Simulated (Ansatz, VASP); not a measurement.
One calculation of Br, two programs

```
Br
1.0
    -1.44535    1.44535    3.04155
     1.44535   -1.44535    3.04155
     1.44535    1.44535   -3.04155
Br
1
Direct
  0.00000 0.00000 0.00000
```

Alike in both runs: task single point; functional PBE; dispersion D3(BJ); k mesh 22 × 22 × 22; occupations gaussian, width 0.15 eV; no spin polarisation.

|  | VASP | Ansatz |
| --- | --- | --- |
| version | VASP 6.6.1 | Ansatz 0.2.0 |
| potentials or method | VASP PAW PBE potentials, release 64 (Br), cutoff 520 eV | scalar-relativistic, plane waves, PAW |
| valence electrons in the cell | 7 | 7 |

Ansatz gave:

| Property | Result |
| --- | --- |
| gap on the k mesh at the Fermi level (eV) | none |
| pressure (GPa) | 0.3 |
| traceless stress, the component that is largest in VASP (GPa) | 5.46 |

Q: Estimate VASP's values.

A: gap on the k mesh at the Fermi level (eV): none; pressure (GPa): 0.3; traceless stress, the component that is largest in VASP (GPa): 5.45.

A gap of «none» marks a metal or a gap that the smearing closes.
